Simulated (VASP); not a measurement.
# CdI2 (P-3m1) in VASP: single point with PBE

Aim: the single point of CdI2 with PBE.

Everything below comes from runs of VASP 6.6.1. Logs are shortened: lines on timing, memory, paths and dates and some standing lists are left out, and cuts for length are marked.

## 1. The cell of the first run

It takes space group P-3m1 (No. 164, trigonal). The conventional cell has a = 4.249 Å, b = 4.249 Å, c = 6.884 Å, α = 90.00°, β = 90.00°, γ = 120.00°. Within 3.9 Å of Cd (site symmetry -3m) lie 6 I at 2.99 Å. Within 3.9 Å of I (site symmetry 3m) lie 3 Cd at 2.99 Å.

## 2. Single point, PBE, non-collinear spin, zero start, spin-orbit coupling

File INCAR:

```
PREC = Accurate ; ENCUT = 500
EDIFF = 1E-6 ; ISMEAR = 0
SIGMA = 0.01 ; LREAL = F
LASPH = T ; NELM = 200
ALGO = Normal ; ISIF = 2
LWAVE = F ; LCHARG = F
MAGMOM = 0 0 0 0 0 0 0 0 0 ; LORBIT = 11
LSORBIT = T ; GGA_COMPAT = F
LORBMOM = T ; GGA = PE
NBANDS = 39
```

File KPOINTS:

```
Automatic mesh
0
Gamma
  12 12 4
```

File POSCAR:

```
CdI2
1.0
    4.2487073931      0.0000000000      0.0000000000
   -2.1243536965      3.6794885357      0.0000000000
    0.0000000000      0.0000000000      6.8836385196
Cd I
1 2
Direct
    0.0000000000      0.0000000000      0.0000000000
    0.3333333333      0.6666666667      0.2495631425
    0.6666666667      0.3333333333      0.7504368575
```

Potentials or basis: VASP PAW PBE potentials, release 64 (Cd, I).

On the command line:

```
$ cat potpaw_PBE.64/Cd/POTCAR potpaw_PBE.64/I/POTCAR > POTCAR
$ mpirun -np 1 vasp_ncl > vasp.out
```

OUTCAR:

```text
PREC = Accurate
   ENCUT = 500
   EDIFF = 1E-6
   ISMEAR = 0
   LREAL = F
   LASPH = T
   NELM = 200
   ISIF = 2
   LORBIT = 11
   LSORBIT = T
   GGA = PE

 ion  position               nearest neighbor table
   1  0.000  0.000  0.000-   2 2.99   3 2.99   2 2.99   3 2.99   3 2.99   2 2.99
   2  0.333  0.667  0.250-   1 2.99   1 2.99   1 2.99
   3  0.667  0.333  0.750-   1 2.99   1 2.99   1 2.99

  LATTYP: Found a hexagonal cell.
 ALAT       =     4.2487073931
 C/A-ratio  =     1.6201724154

  Lattice vectors:

 A1 = (   4.2487073931,   0.0000000000,   0.0000000000)
 A2 = (  -2.1243536965,   3.6794885357,   0.0000000000)
 A3 = (   0.0000000000,   0.0000000000,   6.8836385196)

Analysis of symmetry for initial positions (statically):
=====================================================================
 Subroutine PRICEL returns:
 Original cell was already a primitive cell.

 Routine SETGRP: Setting up the symmetry group for a
 hexagonal supercell.

 Subroutine GETGRP returns: Found 12 space group operations
 (whereof 12 operations were pure point group operations)
 out of a pool of 24 trial point group operations.

The static configuration has the point symmetry D_3d.

Analysis of symmetry for dynamics (positions and initial velocities):
=====================================================================
 Subroutine PRICEL returns:
 Original cell was already a primitive cell.

 Routine SETGRP: Setting up the symmetry group for a
 hexagonal supercell.

 Subroutine GETGRP returns: Found 12 space group operations
 (whereof 12 operations were pure point group operations)
 out of a pool of 24 trial point group operations.

The dynamic configuration has the point symmetry D_3d.

Analysis of structural, dynamic, and magnetic symmetry:
=====================================================================
 Subroutine PRICEL returns:
 Original cell was already a primitive cell.

 Routine SETGRP: Setting up the symmetry group for a
 hexagonal supercell.

 Subroutine GETGRP returns: Found 12 space group operations
 (whereof 12 operations were pure point group operations)
 out of a pool of 24 trial point group operations.

The overall configuration has the point symmetry D_3d.

 Subroutine INISYM returns: Found 12 space group operations
 (whereof 12 operations are pure point group operations),
 and found     1 'primitive' translations

----------------------------------------------------------------------------------------

                                     Primitive cell

  volume of cell :     107.6124

  direct lattice vectors                    reciprocal lattice vectors
     4.248707393  0.000000000  0.000000000     0.235365702  0.135888452  0.000000000
    -2.124353697  3.679488536  0.000000000     0.000000000  0.271776903  0.000000000
     0.000000000  0.000000000  6.883638520     0.000000000  0.000000000  0.145272009

  length of vectors
     4.248707393  4.248707393  6.883638520     0.271776903  0.271776903  0.145272009

  position of ions in fractional coordinates (direct lattice)
     0.000000000  0.000000000  0.000000000
     0.333333333  0.666666667  0.249563143
     0.666666667  0.333333333  0.750436857

  ion indices of the primitive-cell ions
   primitive index   ion index
                 1           1
                 2           2
                 3           3

----------------------------------------------------------------------------------------

 KPOINTS: Automatic mesh

Automatic generation of k-mesh.
 Grid dimensions read from file:
 generate k-points for:   12   12    4

 Generating k-lattice:

  Cartesian coordinates                     Fractional coordinates (reciprocal lattice)
     0.019613809  0.011324038  0.000000000     0.083333333 -0.000000000  0.000000000
     0.000000000  0.022648075  0.000000000     0.000000000  0.083333333  0.000000000
     0.000000000  0.000000000  0.036318002     0.000000000  0.000000000  0.250000000

  Length of vectors
     0.022648075  0.022648075  0.036318002

  Shift w.r.t. Gamma in fractional coordinates (k-lattice)
     0.000000000  0.000000000  0.000000000

 Subroutine IBZKPT returns following result:
 ===========================================

 Found     69 irreducible k-points:

 Following reciprocal coordinates:
            Coordinates               Weight
  0.000000  0.000000  0.000000      1.000000
  0.083333 -0.000000  0.000000      6.000000
  0.166667 -0.000000  0.000000      6.000000
  0.250000 -0.000000  0.000000      6.000000
  0.333333 -0.000000  0.000000      6.000000
  0.416667  0.000000  0.000000      6.000000
[... 16 lines left out ...]
  0.166667 -0.000000  0.250000      6.000000
[... 27 lines left out ...]
   ISYM   =      2    0-nonsym 1-usesym 2-fastsym
   POTIM  = 0.5000    time-step for ionic-motion
   TEBEG  =    0.0;   TEEND  =   0.0 temperature during run
   PSTRESS=    0.0 pullay stress
   NELECT =      26.0000    total number of electrons
   NUPDOWN=      -1.0000    fix difference up-down
   EMIN   =  10.00;   EMAX   =-10.00  energy-range for DOS
   EFERMI =   0.00;   METHOD = LEGACY
   ISMEAR =     0;   SIGMA  =   0.01  broadening in eV -4-tet -1-fermi 0-gaus
   EFERMI_NEDOS =   21; number of points for ismear=-14 and -15
   IALGO  =     38    algorithm
   IMIX   =      4    mixing-type and parameters
     AMIX     =   0.40;   BMIX     =  1.00
     AMIX_MAG =   1.60;   BMIX_MAG =  1.00
  volume/ion in A,a.u.               =      35.87       242.07
  Fermi-wavevector in a.u.,A,eV,Ry     =   1.019636  1.926833 14.145401  1.039658
  Thomas-Fermi vector in A             =   2.153161
   LORBIT       =     11    0 simple, 1 ext, 2 COOP (PROOUT), +10 PAW based schemes
   GGA     = PE    functional components
   LHFCALC =     F    Hartree Fock is set to
   AEXX    =    0.0000 exact exchange contribution
   IVDW    =     0    specifies the selected vdW correction
   LEPSILON=     F    determine dielectric tensor
   LRPA    =     F    only Hartree local field effects (RPA)
 Gauss-broadening in eV      SIGMA  =   0.01
  energy-cutoff  :      500.00
  volume of cell :      107.61
 maximum number of plane-waves:      5572
 NGX is ok and might be reduce to    32
   NGX = 15   NGY = 15   NGZ = 25

 number of electron      25.9999996 magnetization      -0.0000000     -0.0000000     -0.0000000

 number of electron      25.9999996 magnetization       0.0000000      0.0000000      0.0000000

 number of electron      25.9999996 magnetization       0.0000000      0.0000000     -0.0000000

 number of electron      25.9999996 magnetization      -0.0000000     -0.0000000      0.0000000

 Free energy of the ion-electron system (eV)
  ---------------------------------------------------
  ext. energy  EPLUGINS =         0.00000000
  ---------------------------------------------------
  free energy    TOTEN  =        -5.79614496 eV

  energy without entropy =       -5.79614496  energy(sigma->0) =       -5.79614496

 E-fermi :   2.4036     XC(G=0):  -8.5465

 val. band max:        2.3023737472   @ k =   0.0000   0.0000   0.5000
 cond. band min:       4.3557877059   @ k =   0.5000  -0.0000   0.5000
 fundamental gap:      2.0534139587
 Fermi energy:         2.4036451360

 k-point     1 :       0.0000    0.0000    0.0000
  band No.  band energies     occupation
      1     -10.1230      1.00000
      2     -10.1230      1.00000
      3      -9.4270      1.00000
      4      -9.4270      1.00000
      5      -5.9280      1.00000
      6      -5.9280      1.00000
[... 973 lines left out ...]
     37      10.0493      0.00000
     38      10.0493      0.00000

 [... further k-points ...]

 [bands above 38 left out]

------------------------ aborting loop because EDIFF is reached ----------------------------------------

  FORCE on cell =-STRESS in cart. coord.  units (eV):
  Direction    XX          YY          ZZ          XY          YZ          ZX
  --------------------------------------------------------------------------------------
  -------------------------------------------------------------------------------------
  Total        1.2373364      1.2373364      1.1851840      0.0000000      0.0000000      0.0000000
  in kB       18.4219686     18.4219686     17.6455029      0.0000000      0.0000000      0.0000000
  external PRESSURE =      18.1631467 kB  Pullay stress =       0.0000000 kB

 VOLUME and BASIS-vectors are now :
 -----------------------------------------------------------------------------
  energy-cutoff  :      500.00
  volume of cell :      107.61
      direct lattice vectors                 reciprocal lattice vectors
     4.248707393  0.000000000  0.000000000     0.235365702  0.135888452  0.000000000
    -2.124353697  3.679488536  0.000000000     0.000000000  0.271776903  0.000000000
     0.000000000  0.000000000  6.883638520     0.000000000  0.000000000  0.145272009

 POSITION                                       TOTAL-FORCE (eV/Angst)
 -----------------------------------------------------------------------------------
      0.00000      0.00000      0.00000        -0.000000      0.000000      0.000000
     -0.00000      2.45299      1.71790        -0.000000     -0.000000      0.110342
      2.12435      1.22650      5.16574         0.000000      0.000000     -0.110342
 -----------------------------------------------------------------------------------
    total drift:                                0.000000     -0.000000      0.000000

  FREE ENERGIE OF THE ION-ELECTRON SYSTEM (eV)
  ---------------------------------------------------
  free  energy   TOTEN  =        -5.7961449578 eV

  energy  without entropy=       -5.7961449578  energy(sigma->0) =       -5.79614496

 orbital moment (x)

 # of ion     p       d       tot
 ----------------------------------------
  1         0.000   0.000   0.000
  2         0.000  -0.000   0.000
  3         0.000  -0.000   0.000
 ----------------------------------------
            0.000  -0.000   0.000

 orbital moment (y)

 # of ion     p       d       tot
 ----------------------------------------
  1        -0.000   0.000   0.000
  2         0.000  -0.000   0.000
  3         0.000   0.000   0.000
 ----------------------------------------
            0.000   0.000   0.000

 orbital moment (z)

 # of ion     p       d       tot
 ----------------------------------------
  1         0.000   0.000   0.000
  2         0.000   0.000   0.000
  3         0.000  -0.000  -0.000
 ----------------------------------------
            0.000  -0.000  -0.000

 Spin-Orbit-Coupling matrix elements

 Ion:    1  E_soc:     -0.0556899
 l=   1
     0.0000000    -0.0023344    -0.0023426
    -0.0023344     0.0000000    -0.0023344
    -0.0023426    -0.0023344     0.0000000
 l=   2
     0.0000000    -0.0013908     0.0000000    -0.0013908    -0.0055452
    -0.0013908     0.0000000    -0.0041538    -0.0014177    -0.0013908
     0.0000000    -0.0041538     0.0000000    -0.0041538     0.0000000
    -0.0013908    -0.0014177    -0.0041538     0.0000000    -0.0013908
    -0.0055452    -0.0013908     0.0000000    -0.0013908     0.0000000
 l=   3
     0.0000000     0.0000000     0.0000000     0.0000000     0.0000000     0.0000000     0.0000000
     0.0000000     0.0000000     0.0000000     0.0000000     0.0000000     0.0000000     0.0000000
     0.0000000     0.0000000     0.0000000     0.0000000     0.0000000     0.0000000     0.0000000
     0.0000000     0.0000000     0.0000000     0.0000000     0.0000000     0.0000000     0.0000000
[... 29 lines left out ...]
 l=   2
     0.0000000    -0.0000088     0.0000000    -0.0000088    -0.0000324
    -0.0000088     0.0000000    -0.0000128     0.0000016    -0.0000088
     0.0000000    -0.0000128     0.0000000    -0.0000128     0.0000000
    -0.0000088     0.0000016    -0.0000128     0.0000000    -0.0000088
    -0.0000324    -0.0000088     0.0000000    -0.0000088     0.0000000
 l=   3
     0.0000000     0.0000000     0.0000000     0.0000000     0.0000000     0.0000000     0.0000000
     0.0000000     0.0000000     0.0000000     0.0000000     0.0000000     0.0000000     0.0000000
     0.0000000     0.0000000     0.0000000     0.0000000     0.0000000     0.0000000     0.0000000
     0.0000000     0.0000000     0.0000000     0.0000000     0.0000000     0.0000000     0.0000000
     0.0000000     0.0000000     0.0000000     0.0000000     0.0000000     0.0000000     0.0000000
     0.0000000     0.0000000     0.0000000     0.0000000     0.0000000     0.0000000     0.0000000
     0.0000000     0.0000000     0.0000000     0.0000000     0.0000000     0.0000000     0.0000000

 total charge

# of ion       s       p       d       tot
------------------------------------------
    1        0.389   0.240   9.575  10.205
    2        1.515   2.771   0.015   4.301
    3        1.515   2.771   0.015   4.301
--------------------------------------------------
tot          3.420   5.783   9.604  18.807

 magnetization (x)

# of ion       s       p       d       tot
------------------------------------------
    1        0.000   0.000   0.000   0.000
    2        0.000   0.000   0.000   0.000
    3        0.000   0.000   0.000   0.000
--------------------------------------------------
tot          0.000   0.000   0.000   0.000

 magnetization (y)

# of ion       s       p       d       tot
------------------------------------------
    1        0.000   0.000   0.000   0.000
    2        0.000  -0.000   0.000  -0.000
    3       -0.000   0.000   0.000  -0.000
--------------------------------------------------
tot         -0.000  -0.000   0.000  -0.000

 magnetization (z)

# of ion       s       p       d       tot
------------------------------------------
    1        0.000  -0.000  -0.000  -0.000
    2        0.000   0.000   0.000   0.000
    3        0.000   0.000   0.000   0.000
--------------------------------------------------
tot          0.000  -0.000  -0.000  -0.000
```

Wall time 3.8 min (1 thread of Intel Xeon 6975P-C (Granite Rapids), shared host); peak memory 0.67 GiB.

Results:

- Free energy: -5.7961 eV
- Pressure: 1.8 GPa
- Largest force: 0.110 eV/Å
- Net moment: 0.00 μB per cell
- Valence electrons inside the program's atomic spheres: Cd 10.21; I 4.30

Forces on the atoms (eV/Å):
```
Cd   0.000  0.000  0.000
I    0.000  0.000  0.110
I    0.000  0.000 -0.110
```

Moments on the atoms (μB; x, y, z):
```
Cd  0.00 0.00 0.00
I   0.00 0.00 0.00
I   0.00 0.00 0.00
```

Caveat: this functional lacks dispersion, which binds the layers, so the pressure and a relaxed spacing across them are unreliable.
